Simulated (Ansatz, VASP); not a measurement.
**One calculation of Hf, two programs**

```
Hf
1.0
     0.00000    2.39760    2.39760
     2.39760    0.00000    2.39760
     2.39760    2.39760    0.00000
Hf
1
Direct
  0.00000 0.00000 0.00000
```

Change from the starting cell: strain +0.080 along x and y, +0.080 along z, atoms carried along.

Alike in both runs: task single point; functional PBE; k mesh 18 × 18 × 18; occupations gaussian, width 0.15 eV; no spin polarisation.

```csv
,VASP,Ansatz
version,VASP 6.6.1,Ansatz 0.2.0
potentials or method,"VASP PAW PBE potentials, release 64 (Hf_pv), cutoff 520 eV","scalar-relativistic, plane waves, PAW"
valence electrons in the cell,10,26
```

|  | VASP | Ansatz | Ansatz less VASP |
| --- | --- | --- | --- |
| gap on the k mesh at the Fermi level (eV) | none | none | - |
| pressure (GPa) | -14.9 | -14.5 | +0.37 |

A gap of «none» marks a metal or a gap that the smearing closes. VASP's potentials hold 10 valence electrons a cell and Ansatz's 26, so a difference there can come from the potentials and not from the codes.

Neither program's run includes spin-orbit coupling.
